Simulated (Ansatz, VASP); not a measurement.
# AlGaN2 in VASP and in Ansatz

```xyz
4
Lattice="3.1880 0.0000 0.0000 0.0000 3.1880 0.0000 0.0000 0.0000 4.2911" Properties=species:S:1:pos:R:3 pbc="T T T"
Al    1.5940    1.5940    2.1456
Ga    0.0000    0.0000    0.0000
N     1.5940    0.0000    3.1680
N     0.0000    1.5940    1.1231
```

Change from the starting cell: strain +0.015 along x and y, -0.030 along z, atoms carried along.

Alike in both runs: task single point; functional r2SCAN; k mesh 8 × 8 × 6; occupations gaussian, width 0.05 eV; no spin polarisation.

|  | VASP | Ansatz |
| --- | --- | --- |
| version | VASP 6.6.1 | Ansatz 0.2.0 |
| potentials or method | VASP PAW PBE potentials, release 64 (Al, Ga_d, N), cutoff 520 eV | scalar-relativistic, plane waves, PAW |
| valence electrons in the cell | 26 | 26 |

```csv
,VASP,Ansatz,Ansatz less VASP
gap on the k mesh at the Fermi level (eV),3.41,3.40,-0.009
least direct gap on the mesh (eV),3.41,3.40,-0.009
pressure (GPa),-0.2,-0.5,-0.29
"traceless stress, the component that is largest in VASP (GPa)",3.73,3.71,-0.017
rms of the force components (eV/Å),0.031,0.004,-0.0268
```

VASP's potentials were made for PBE, not for r2SCAN. Atom by atom the forces differ by 0.036 eV/Å (rms over components). With one functional, cell and mesh, what is left measures potentials, basis and numerics.
